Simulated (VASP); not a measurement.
# CaSe in VASP: a series of runs, part 2 of 2

VASP 6.6.1.

## 4. Single point, PBE (shear xy strain -2.6%)

File INCAR:

```
SYSTEM = CaSe
PREC = Accurate
ENCUT = 520
EDIFF = 1E-6
ISMEAR = -1
SIGMA = 0.02
LREAL = .False.
LASPH = .True.
NELM = 100
ALGO = Normal
ISIF = 2
LWAVE = .False.
LCHARG = .True.
GGA = PE
LELF = .True.
LVHAR = .True.
NBANDS = 15
```

File KPOINTS:

```
Automatic mesh
0
Gamma
  8 8 8
  0 0 0
```

File POSCAR:

```
CaSe
1.0
   -0.0385779565      2.9675351117      2.9675351117
    2.9675351117     -0.0385779565      2.9675351117
    2.9289571552      2.9289571552      0.0000000000
Ca Se
1 1
Direct
    0.0000000000      0.0000000000      0.0000000000
    0.5000000000      0.5000000000      0.5000000000
```

Potentials or basis: VASP PAW PBE potentials, release 64 (Ca_sv, Se).

Run with:

```
$ cat potpaw_PBE.64/Ca_sv/POTCAR potpaw_PBE.64/Se/POTCAR > POTCAR
$ mpirun -np 1 vasp_std > vasp.out
```

OUTCAR:

```text
SYSTEM = CaSe
   PREC = Accurate
   ENCUT = 520
   EDIFF = 1E-6
   ISMEAR = -1
   LREAL = .False.
   LASPH = .True.
   NELM = 100
   ISIF = 2
   GGA = PE

 ion  position               nearest neighbor table
   1  0.000  0.000  0.000-   2 2.97   2 2.97   2 2.97   2 2.97   2 2.97   2 2.97
   2  0.500  0.500  0.500-   1 2.97   1 2.97   1 2.97   1 2.97   1 2.97   1 2.97

  LATTYP: Found a body centered orthorhombic cell.
 ALAT       =     4.1421709325
 B/A-ratio  =     1.0263424519
 C/A-ratio  =     1.4328404887

  Lattice vectors:

 A1 = (   0.0385779565,  -2.9675351117,  -2.9675351117)
 A2 = (  -0.0385779565,   2.9675351117,  -2.9675351117)
 A3 = (   2.9675351117,  -0.0385779565,   2.9675351117)

Analysis of symmetry for initial positions (statically):
=====================================================================
 Subroutine PRICEL returns:
 Original cell was already a primitive cell.

 Routine SETGRP: Setting up the symmetry group for a
 body centered orthorhombic supercell.

 Subroutine GETGRP returns: Found  8 space group operations
 (whereof  8 operations were pure point group operations)
 out of a pool of  8 trial point group operations.

The static configuration has the point symmetry D_2h.

Analysis of symmetry for dynamics (positions and initial velocities):
=====================================================================
 Subroutine PRICEL returns:
 Original cell was already a primitive cell.

 Routine SETGRP: Setting up the symmetry group for a
 body centered orthorhombic supercell.

 Subroutine GETGRP returns: Found  8 space group operations
 (whereof  8 operations were pure point group operations)
 out of a pool of  8 trial point group operations.

The dynamic configuration has the point symmetry D_2h.

 Subroutine INISYM returns: Found  8 space group operations
 (whereof  8 operations are pure point group operations),
 and found     1 'primitive' translations

----------------------------------------------------------------------------------------

                                     Primitive cell

  volume of cell :      52.2570

  direct lattice vectors                    reciprocal lattice vectors
    -0.038577957  2.967535112  2.967535112    -0.166327742  0.166327742  0.168490003
     2.967535112 -0.038577957  2.967535112     0.166327742 -0.166327742  0.168490003
     2.928957155  2.928957155  0.000000000     0.170709223  0.170709223 -0.168490003

  length of vectors
     4.196905710  4.196905710  4.142170932     0.289341869  0.289341869  0.294401357

  position of ions in fractional coordinates (direct lattice)
     0.000000000  0.000000000  0.000000000
     0.500000000  0.500000000  0.500000000

  ion indices of the primitive-cell ions
   primitive index   ion index
                 1           1
                 2           2

----------------------------------------------------------------------------------------

 KPOINTS: Automatic mesh

Automatic generation of k-mesh.
 Grid dimensions read from file:
 generate k-points for:    8    8    8

 Generating k-lattice:

  Cartesian coordinates                     Fractional coordinates (reciprocal lattice)
[... 39 lines left out ...]
  0.125000  0.000000  0.125000      4.000000
  0.250000  0.000000  0.125000      8.000000
 [... further k-points ...]
   k-points           NKPTS =     95   k-points in BZ     NKDIM =     95   number of bands    NBANDS=     15
   number of dos      NEDOS =    301   number of ions     NIONS =      2
   total plane-waves  NPLWV =  32768
   dimension x,y,z NGX =    32 NGY =   32 NGZ =   32
   dimension x,y,z NGXF=    64 NGYF=   64 NGZF=   64
   ions per type =               1   1
   NGX,Y,Z   is equivalent  to a cutoff of  12.68, 12.68, 12.84 a.u.
   NGXF,Y,Z  is equivalent  to a cutoff of  25.35, 25.35, 25.69 a.u.
 SYSTEM =  CaSe
   PREC   = accura    normal or accurate (medium, high low for compatibility)
   ISTART =      0    job   : 0-new  1-cont  2-samecut
   ICHARG =      2    charge: 1-file 2-atom 10-const
   ISPIN  =      1    spin polarized calculation?
   LNONCOLLINEAR =      F non collinear calculations
   LSORBIT =      F    spin-orbit coupling
   LASPH  =      T    aspherical Exc in radial PAW
   ENCUT  =  520.0 eV  38.22 Ry    6.18 a.u.   7.80  7.80  7.70*2*pi/ulx,y,z
   NELM   =    100;   NELMIN=  2; NELMDL= -5     # of ELM steps
   EDIFF  = 0.1E-05   stopping-criterion for ELM
   LREAL  =      F    real-space projection
   EDIFFG = 0.1E-04   stopping-criterion for IOM
   NSW    =      0    number of steps for IOM
   IBRION =     -1    ionic relax: 0-MD 1-quasi-New 2-CG
   NFREE  =      0    steps in history (QN), initial steepest desc. (CG)
   ISIF   =      2    stress and relaxation
   ISYM   =      2    0-nonsym 1-usesym 2-fastsym
   POTIM  = 0.5000    time-step for ionic-motion
   TEBEG  =    0.0;   TEEND  =   0.0 temperature during run
   PSTRESS=    0.0 pullay stress
   NELECT =      16.0000    total number of electrons
   NUPDOWN=      -1.0000    fix difference up-down
   EMIN   =  10.00;   EMAX   =-10.00  energy-range for DOS
   EFERMI =   0.00;   METHOD = LEGACY
   ISMEAR =    -1;   SIGMA  =   0.02  broadening in eV -4-tet -1-fermi 0-gaus
   EFERMI_NEDOS =   21; number of points for ismear=-14 and -15
   IALGO  =     38    algorithm
   IMIX   =      4    mixing-type and parameters
     AMIX     =   0.40;   BMIX     =  1.00
     AMIX_MAG =   1.60;   BMIX_MAG =  1.00
  volume/ion in A,a.u.               =      26.13       176.32
  Fermi-wavevector in a.u.,A,eV,Ry     =   1.103401  2.085126 16.565013  1.217494
  Thomas-Fermi vector in A             =   2.239859
   LORBIT       =      0    0 simple, 1 ext, 2 COOP (PROOUT), +10 PAW based schemes
   GGA     = PE    functional components
   LHFCALC =     F    Hartree Fock is set to
   AEXX    =    0.0000 exact exchange contribution
   IVDW    =     0    specifies the selected vdW correction
   LEPSILON=     F    determine dielectric tensor
   LRPA    =     F    only Hartree local field effects (RPA)
 non-spin polarized calculation
  energy-cutoff  :      520.00
  volume of cell :       52.26
 maximum number of plane-waves:      1420
   NGX = 15   NGY = 15   NGZ = 15

 number of electron      15.9999999 magnetization

 Free energy of the ion-electron system (eV)
  ---------------------------------------------------
  ext. energy  EPLUGINS =         0.00000000
  ---------------------------------------------------
  free energy    TOTEN  =        -9.48102693 eV

  energy without entropy =       -9.48102693  energy(sigma->0) =       -9.48102693

 E-fermi :   2.8774     XC(G=0):  -9.1139

 val. band max:        2.4547586392   @ k =   0.0000   0.0000   0.0000
 cond. band min:       4.4236080609   @ k =   0.5000   0.5000   0.0000
 fundamental gap:      1.9688494217
 Fermi energy:         2.8774252029

 k-point     1 :       0.0000    0.0000    0.0000
  band No.  band energies     occupation
      1     -37.4020      2.00000
      2     -18.3968      2.00000
      3     -18.3940      2.00000
      4     -18.3912      2.00000
      5      -9.3850      2.00000
      6       2.3090      2.00000
      7       2.3780      2.00000
      8       2.4548      2.00000
      9       5.6427      0.00000
     10       5.9962      0.00000
     11       6.1094      0.00000
     12       6.1812      0.00000
     13       6.6501      0.00000
     14       6.6510      0.00000
[... 401 lines left out ...]
      2     -18.4338      2.00000
      3     -18.4044      2.00000
      4     -18.4013      2.00000
      5      -9.1055      2.00000
      6       0.5698      2.00000
      7       1.7482      2.00000
      8       1.8571      2.00000
      9       5.7377      0.00000
     10       6.7562      0.00000
     11       6.9875      0.00000
     12       7.2960      0.00000
     13       7.3964      0.00000
     14       9.0102      0.00000
     15      11.9260      0.00000

 [... further k-points ...]

------------------------ aborting loop because EDIFF is reached ----------------------------------------

  FORCE on cell =-STRESS in cart. coord.  units (eV):
  Direction    XX          YY          ZZ          XY          YZ          ZX
  --------------------------------------------------------------------------------------
  -------------------------------------------------------------------------------------
  Total        0.2444931      0.2444931      0.2364334      0.2283587      0.0000000      0.0000000
  in kB        7.4960586      7.4960586      7.2489509      7.0013838      0.0000000      0.0000000
  external PRESSURE =       7.4136894 kB  Pullay stress =       0.0000000 kB

 VOLUME and BASIS-vectors are now :
 -----------------------------------------------------------------------------
  energy-cutoff  :      520.00
  volume of cell :       52.26
      direct lattice vectors                 reciprocal lattice vectors
    -0.038577957  2.967535112  2.967535112    -0.166327742  0.166327742  0.168490003
     2.967535112 -0.038577957  2.967535112     0.166327742 -0.166327742  0.168490003
     2.928957155  2.928957155  0.000000000     0.170709223  0.170709223 -0.168490003

 POSITION                                       TOTAL-FORCE (eV/Angst)
 -----------------------------------------------------------------------------------
      0.00000      0.00000      0.00000         0.000000      0.000000      0.000000
      2.92896      2.92896      2.96754        -0.000000      0.000000      0.000000
 -----------------------------------------------------------------------------------
    total drift:                                0.000000     -0.000000     -0.000000

  FREE ENERGIE OF THE ION-ELECTRON SYSTEM (eV)
  ---------------------------------------------------
  free  energy   TOTEN  =        -9.4810269299 eV

  energy  without entropy=       -9.4810269299  energy(sigma->0) =       -9.48102693
```

OSZICAR:

```text
N       E                     dE             d eps       ncg     rms          rms(c)
DAV:   1     0.107364213356E+03    0.10736E+03   -0.74751E+03  2850   0.983E+02
DAV:   2    -0.503163337792E+01   -0.11240E+03   -0.10686E+03  3593   0.243E+02
DAV:   3    -0.940542795882E+01   -0.43738E+01   -0.43354E+01  3888   0.460E+01
DAV:   4    -0.962224351319E+01   -0.21682E+00   -0.21671E+00  3983   0.858E+00
DAV:   5    -0.962393012715E+01   -0.16866E-02   -0.16866E-02  3832   0.792E-01    0.425E+00
DAV:   6    -0.948419008578E+01    0.13974E+00   -0.18627E-01  3396   0.228E+00    0.253E+00
DAV:   7    -0.947684929864E+01    0.73408E-02   -0.98141E-02  3691   0.198E+00    0.815E-01
DAV:   8    -0.948079894470E+01   -0.39496E-02   -0.11952E-02  2948   0.830E-01    0.119E-01
DAV:   9    -0.948089075481E+01   -0.91810E-04   -0.64313E-04  3844   0.255E-01    0.475E-02
DAV:  10    -0.948100962534E+01   -0.11887E-03   -0.16111E-04  3116   0.790E-02    0.155E-02
DAV:  11    -0.948102839953E+01   -0.18774E-04   -0.42914E-05  3508   0.570E-02    0.102E-02
DAV:  12    -0.948102730088E+01    0.10987E-05   -0.23717E-06  3462   0.116E-02    0.433E-03
DAV:  13    -0.948102692994E+01    0.37094E-06   -0.70344E-07  2160   0.567E-03
   1 F= -.94810269E+01 E0= -.94810269E+01  d E =-.117771E-11
```

It took 69 s on 1 thread of Intel Xeon Platinum 8259CL at 2.50GHz (Skylake/Cascade Lake), shared host; peak memory 0.22 GiB.

What came out:

- Free energy: -9.4810 eV
- Pressure: 0.7 GPa
- Band gap on the k mesh: 1.97 eV (least direct gap 2.86 eV)

Caveat: the cell differs from its parent crystal (shear xy strain -2.6%). A k mesh can miss the band edges.

## 5. Single point, r2SCAN (shear xy strain -2.6%)

POSCAR is that of step 4.

File INCAR.step1:

```
ALGO = Normal ; EDIFF = 1E-4
ENCUT = 520 ; GGA = PE
ISMEAR = 0 ; LASPH = True
LCHARG = False ; LREAL = False
LWAVE = True ; NBANDS = 15
NELM = 80 ; PREC = Accurate
SIGMA = 0.01
```

File INCAR.step2:

```
ALGO = Normal ; EDIFF = 1E-7
ENCUT = 520 ; ISIF = 2
ISMEAR = 0 ; ISTART = 1
LASPH = True ; LCHARG = False
LMIXTAU = True ; LREAL = False
LWAVE = False ; METAGGA = R2SCAN
NBANDS = 15 ; NELM = 80
PREC = Accurate ; SIGMA = 0.01
```

File KPOINTS:

```
k-points
0
Gamma
  8 8 8
```

Run with:

```
$ cat potpaw_PBE.64/Ca_sv/POTCAR potpaw_PBE.64/Se/POTCAR > POTCAR
$ cp INCAR.step1 INCAR
$ mpirun -np 1 vasp_std > vasp.out
$ cp INCAR.step2 INCAR
$ mpirun -np 1 vasp_std > vasp.out
```

It took 4.5 min on 1 thread of Intel Xeon Platinum 8259CL at 2.50GHz (Skylake/Cascade Lake), shared host; peak memory 0.24 GiB.

The run converged. Its results:

```
Free energy            : -25.9758 eV
Pressure               : 0.2 GPa
Band gap on the k mesh : 2.44 eV (least direct gap 3.34 eV)
```

Stress tensor (GPa, compression positive):
```
0.24 0.77 0.00
0.77 0.24 0.00
0.00 0.00 0.21
```

Levels at points of the mesh, in eV from the valence-band top:
```tsv
k point	band 5	band 6	band 7	band 8	band 9	band 10	band 11	band 12
(0.00, 0.00, 0.00)	-12.24	-0.15	-0.08	0.00	3.94	4.06	4.21	4.25
(0.50, 0.00, 0.00)	-11.55	-3.34	-1.25	-1.15	5.07	5.87	6.04	6.04
(0.50, 0.50, 0.00)	-11.65	-2.60	-1.12	-0.91	2.44	5.52	5.69	6.53
(0.00, 0.00, 0.50)	-11.52	-3.30	-1.34	-1.25	4.98	5.95	5.99	6.14
(0.50, 0.00, 0.50)	-11.64	-2.60	-1.02	-1.02	2.44	5.51	5.67	6.53
```

Caveat: the cell differs from its parent crystal (shear xy strain -2.6%); the PAW data sets were made with another functional, which shifts forces and pressure a little. A k mesh can miss the band edges.

## 6. Summary

```csv
level,cell,smearing,gap on the mesh (eV),pressure (GPa)
PBE,"a = 4.155, b = 4.155, c = 4.069 Å, angles 60.7, 60.7, 58.6°, 2 atoms",fermi-dirac 0.02 eV,1.90,3.9
r2SCAN,"a = 4.155, b = 4.155, c = 4.069 Å, angles 60.7, 60.7, 58.6°, 2 atoms",gaussian 0.01 eV,2.37,3.5
PBE,"a = 4.197, b = 4.197, c = 4.142 Å, angles 60.4, 60.4, 60.9°, 2 atoms",fermi-dirac 0.02 eV,1.97,0.7
r2SCAN,"a = 4.197, b = 4.197, c = 4.142 Å, angles 60.4, 60.4, 60.9°, 2 atoms",gaussian 0.01 eV,2.44,0.2
```

Alike in all rows: task single point; potentials or basis VASP PAW PBE potentials, release 64 (Ca_sv, Se); no spin polarisation; k mesh 8 × 8 × 8; cutoff (eV) 520.

Caveats: the cell stands under pressure (at least some runs); the PAW data sets were made with another functional, which shifts forces and pressure a little (at least some runs).

Absolute energies hang on the potentials; compare differences alone.
